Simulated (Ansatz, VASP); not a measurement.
# Two plane-wave programs on CoSi

INCAR

```
ALGO = Normal
EDIFF = 1E-6
ENCUT = 520
GGA = PS
ISIF = 2
ISMEAR = -1
ISPIN = 2
LASPH = True
LCHARG = True
LELF = True
LMAXMIX = 4
LORBIT = 11
LREAL = False
LVHAR = True
LWAVE = False
MAGMOM = 0 0 0 0 0 0 0 0
NBANDS = 40
NELM = 150
NUPDOWN = 0.0
PREC = Accurate
SIGMA = 0.05
```

KPOINTS

```
k-points
0
Gamma
  5 5 5
```

The input POSCAR:

```
CoSi
1.0
    4.4380000000      0.0000000000      0.0000000000
    0.0000000000      4.4380000000      0.0000000000
    0.0000000000      0.0000000000      4.4380000000
Co Si
4 4
Direct
    0.8600000000      0.6400000000      0.3600000000
    0.6400000000      0.3600000000      0.8600000000
    0.3600000000      0.8600000000      0.6400000000
    0.1400000000      0.1400000000      0.1400000000
    0.1570000000      0.3430000000      0.6570000000
    0.3430000000      0.6570000000      0.1570000000
    0.6570000000      0.1570000000      0.3430000000
    0.8430000000      0.8430000000      0.8430000000
```

File input.yaml:

```yaml
crystal:
  lattice:
    - [4.438, 0.0, 0.0]
    - [0.0, 4.438, 0.0]
    - [0.0, 0.0, 4.438]
  atoms:
    - { symbol: Co, position: [0.86, 0.64, 0.36] }
    - { symbol: Co, position: [0.64, 0.36, 0.86] }
    - { symbol: Co, position: [0.36, 0.86, 0.64] }
    - { symbol: Co, position: [0.14, 0.14, 0.14] }
    - { symbol: Si, position: [0.157, 0.343, 0.657] }
    - { symbol: Si, position: [0.343, 0.657, 0.157] }
    - { symbol: Si, position: [0.657, 0.157, 0.343] }
    - { symbol: Si, position: [0.843, 0.843, 0.843] }
hamiltonian:
  xc: pbesol
  pseudopotentials: { kind: paw }
magnetization:
  spin_polarized: true
  initial_magnetization: 0.0
  spin_locking: { lock_magnetization: hard }
kpoints:
  mp_grid: { grid: [5, 5, 5] }
scf:
  occupations: { method: fermi_dirac, width: 0.05 }
  lower_state_search: "off"
output:
  forces: true
  stress: true
  eigenvalues: true
```

Alike in both runs: task single point; functional PBEsol; k mesh 5 × 5 × 5; occupations fermi-dirac, width 0.05 eV; collinear spin; fixed moment 0 μB.

```csv
,VASP,Ansatz
version,VASP 6.6.1,Ansatz 0.2.0
potentials or method,"VASP PAW PBE potentials, release 64 (Co, Si)",Ansatz PAW
plane-wave cutoff (eV),520,420
valence electrons in the cell,52,84
```

|  | VASP | Ansatz | Ansatz less VASP |
| --- | --- | --- | --- |
| pressure (GPa) | -7.0 | -7.2 | -0.18 |
| rms of the force components (eV/Å) | 0.103 | 0.097 | -0.0057 |
| net moment per atom (μB) | 0.00 | 0.00 | 0.000 |

VASP's potentials were made for PBE, not for PBEsol. Atom by atom the forces differ by 0.006 eV/Å (rms over components). VASP's potentials hold 52 valence electrons a cell and Ansatz's 84, so a difference there can come from the potentials and not from the codes.
